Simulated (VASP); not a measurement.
Wanted: the native input for a VASP 6.6.1 run.

| Quantity | Value |
| --- | --- |
| Task | dielectric tensor |
| Functional | r2SCAN |
| Potentials or basis | VASP PAW PBE potentials, release 64 (Si) |
| Cutoff | 520 eV |
| k mesh | 6 × 6 × 6 |
| Occupations | gaussian, width 0.01 eV |
| Spin | no spin polarisation |
| Dipole correction | no |
| Further INCAR settings | ALGO = Normal; EDIFF = 1e-08 |

The structure of Si lies in POSCAR:

```
Si
1.0
    0.0000000000      2.6132341398      2.6132341398
    2.6132341398      0.0000000000      2.6132341398
    2.6132341398      2.6132341398      0.0000000000
Si
2
Direct
    0.0000000000      0.0000000000      0.0000000000
    0.2500000000      0.2500000000      0.2500000000
```

This cell differs from its parent crystal: strain -4.0%.

These files were run (other wordings do the same):

INCAR

```
SYSTEM = Si
PREC = Accurate
ENCUT = 520
EDIFF = 1E-8
ISMEAR = 0
SIGMA = 0.01
LREAL = .FALSE.
LASPH = .TRUE.
NELM = 60
ALGO = Normal
ISIF = 2
LWAVE = .FALSE.
LCHARG = .FALSE.
METAGGA = R2SCAN
LMIXTAU = .TRUE.
LCALCEPS = .TRUE.
```

KPOINTS

```
Automatic mesh
0
G
  6 6 6
  0 0 0
```

Potentials or basis: VASP PAW PBE potentials, release 64 (Si).

The run is started by

```bash
$ cat potpaw_PBE.64/Si/POTCAR > POTCAR
$ mpirun -np 1 vasp_std > vasp.out
```

It gave:

```json
{
  "Band gap on the k mesh": "0.67 eV, indirect (least direct gap 2.80 eV)",
  "Electronic dielectric tensor (diagonal)": "11.13",
  "Born charges (mean of the diagonal)": "Si +0.00 e"
}
```

Caveat: the cell differs from its parent crystal (strain -4.0%); the gap is small at this level, which inflates the dielectric constant.

Run time: 12 min on 1 thread of Intel Xeon 6975P-C, on a shared host, peak memory 0.23 GiB.
